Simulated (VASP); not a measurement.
Wanted: the native input for a VASP 6.6.1 run.

* Task: single point
* Functional: PBEsol
* Potentials or basis: VASP PAW PBE potentials, release 64 (Si)
* Cutoff: 500 eV
* k mesh: 10 × 10 × 10
* Occupations: gaussian, width 0.01 eV
* Spin: no spin polarisation
* Dipole correction: no
* Further INCAR settings: ALGO = Normal; EDIFF = 1e-06; NBANDS = 11

The structure of Si lies in POSCAR:

```
Si
1.0
    0.0000000000      2.6896621261      2.6896621261
    2.6896621261      0.0000000000      2.6896621261
    2.6896621261      2.6896621261      0.0000000000
Si
2
Direct
    0.0000000000      0.0000000000      0.0000000000
    0.2500000000      0.2500000000      0.2500000000
```

These files were run (other wordings do the same):

INCAR

```
ALGO = Normal ; EDIFF = 1E-6
ENCUT = 500 ; GGA = PS
GGA_COMPAT = F ; ISIF = 2
ISMEAR = 0 ; LASPH = T
LCHARG = F ; LREAL = F
LWAVE = F ; NBANDS = 11
NELM = 120 ; PREC = Accurate
SIGMA = 0.01
```

KPOINTS

```
k-points
0
Gamma
  10 10 10
```

Potentials or basis: VASP PAW PBE potentials, release 64 (Si).

Launch:

```sh
$ cat potpaw_PBE.64/Si/POTCAR > POTCAR
$ mpirun -np 1 vasp_std > vasp.out
```

Results of the run:

```yaml
Pressure: 3.1 GPa
Band_gap_on_the_k_mesh: 0.42 eV, indirect (least direct gap 2.53 eV)
```

Caveat: the PAW data sets were made with another functional, which shifts forces and pressure a little.

Run time: 12 s on 1 thread of Intel Xeon 6975P-C (shared host), peak memory 0.15 GiB.
